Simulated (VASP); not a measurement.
Set up this calculation in VASP 6.6.1, as the native input.

```yaml
Task: single point
Functional: PBEsol
Potentials_or_basis: VASP PAW PBE potentials, release 64 (Sn_d)
Cutoff: 520 eV
k_mesh: 22 × 22 × 22
Occupations: gaussian, width 0.15 eV
Spin: no spin polarisation
Dipole_correction: no
Further_INCAR_settings: ALGO = Fast; EDIFF = 1e-06; NBANDS = 21
```

The structure of Sn lies in POSCAR:

```
Sn
1.0
   -2.7644050261      2.7644050261      1.5076363683
    2.7644050261     -2.7644050261      1.5076363683
    2.7644050261      2.7644050261     -1.5076363683
Sn
2
Direct
    0.7500000000      0.2500000000      0.5000000000
    0.0000000000      0.0000000000      0.0000000000
```

This cell differs from its parent crystal: strain -0.050 along x and y, -0.050 along z.

These files were run (other wordings do the same):

INCAR

```
SYSTEM = Sn
ALGO = Fast ; EDIFF = 1E-6
ENCUT = 520 ; GGA = PS
ISIF = 2 ; ISMEAR = 0
LASPH = .TRUE. ; LCHARG = .FALSE.
LREAL = .FALSE. ; LWAVE = .FALSE.
NBANDS = 21 ; NELM = 80
PREC = Accurate ; SIGMA = 0.15
```

KPOINTS

```
k-points
0
G
  22 22 22
  0 0 0
```

Potentials or basis: VASP PAW PBE potentials, release 64 (Sn_d).

Launch:

```bash
$ cat potpaw_PBE.64/Sn_d/POTCAR > POTCAR
$ mpirun -np 1 vasp_std > vasp.out
```

It gave:

The pressure is 12.5 GPa and the band gap on the k mesh is zero (band 14 reaches 11.99 eV, above the bottom of band 15 at 6.53 eV).

Caveat: the cell differs from its parent crystal (strain -0.050 along x and y, -0.050 along z); the PAW data sets were made with another functional, which shifts forces and pressure a little; spin-orbit coupling is left out, which moves the levels of the heavy elements.

Run time: 4.2 min on 1 thread of Intel(R) Xeon(R) 6975P-C (Granite Rapids), on a shared host, peak memory 0.68 GiB.
